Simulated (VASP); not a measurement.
## KCaHfSbO6: relaxation of cell and atoms with PBEsol

Crystal: KCaHfSbO6.

```
CELL_PARAMETERS angstrom
0.00000 4.05547 4.05547
4.05547 0.00000 4.05547
4.05547 4.05547 0.00000
ATOMIC_POSITIONS crystal
K 0.25000 0.25000 0.25000
Ca 0.75000 0.75000 0.75000
Hf 0.00000 0.00000 0.00000
Sb 0.50000 0.50000 0.50000
O 0.74563 0.25437 0.25437
O 0.25437 0.74563 0.74563
O 0.74563 0.74563 0.25437
O 0.25437 0.25437 0.74563
O 0.25437 0.74563 0.25437
O 0.74563 0.25437 0.74563
```

```json
{
 "Program": "VASP 6.6.1",
 "Task": "relaxation of cell and atoms",
 "Functional": "PBEsol",
 "Potentials or basis": "VASP PAW PBE potentials, release 64 (K_sv, Ca_sv, Hf_pv, Sb, O)",
 "Cutoff": "600 eV",
 "k mesh": "6 × 6 × 6",
 "Occupations": "gaussian, width 0.02 eV",
 "Spin": "no spin polarisation",
 "Dipole correction": "no",
 "Further INCAR settings": "ALGO = Normal; EDIFF = 1e-06; IBRION = 2; EDIFFG = -0.005; NSW = 100; ISIF = 3"
}
```

- Relaxed volume: 12.94 Å³/atom
- Relaxed cell: a = 5.677 Å, b = 5.677 Å, c = 5.677 Å, α = 60.00°, β = 60.00°, γ = 60.00°
- Space group after relaxing (to 0.1 Å): F-43m (No. 216)
- Energy gained by relaxing: 6.5 meV/atom
- Ionic steps: 6
- Pressure after relaxing: 0.0 GPa
- Band gap on the k mesh: 3.55 eV

Step by step:
```
step  energy change (eV)  largest force (eV/Å)  pressure (GPa)  volume (Å³)
   1              0.0000                0.0564           -5.00       133.40
   2              0.0025                0.0202            5.74       125.53
   3             -0.0648                0.0201           -0.01       129.41
   4             -0.0647                0.0197            0.09       129.33
   5             -0.0647                0.0197           -0.07       129.44
   6             -0.0648                0.0008            0.00       129.39
```

Final structure:
```
K Ca Hf Sb O
1.0
     0.00000    4.01440    4.01440
     4.01440    0.00000    4.01440
     4.01440    4.01440    0.00000
K Ca Hf Sb O
1 1 1 1 6
Cartesian
  2.0072 2.0072 2.0072
  6.0216 6.0216 6.0216
  0.0000 0.0000 0.0000
  4.0144 4.0144 4.0144
  2.0405 4.0144 4.0144
  5.9883 4.0144 4.0144
  4.0144 4.0144 5.9883
  4.0144 4.0144 2.0405
  4.0144 2.0405 4.0144
  4.0144 5.9883 4.0144
```

Levels at points of the mesh, in eV from the valence-band top:
| k point | band 32 | band 33 | band 34 | band 35 | band 36 | band 37 | band 38 | band 39 |
| --- | --- | --- | --- | --- | --- | --- | --- | --- |
| (0.00, 0.00, 0.00) | -0.94 | 0.00 | 0.00 | 0.00 | 3.55 | 4.68 | 4.68 | 4.68 |
| (0.50, 0.00, 0.00) | -0.74 | -0.63 | -0.63 | -0.46 | 5.13 | 5.13 | 5.19 | 5.42 |
| (0.50, 0.50, 0.00) | -1.53 | -1.13 | -1.13 | -0.06 | 3.67 | 5.51 | 5.66 | 5.98 |

Run time: 17 min on 1 thread of Intel Xeon 8259CL, with other jobs on the host, peak memory 0.43 GiB.

Caveat: the PAW data sets were made with another functional, which shifts forces and pressure a little; spin-orbit coupling is left out, which moves the levels of the heavy elements. A k mesh can miss the band edges.
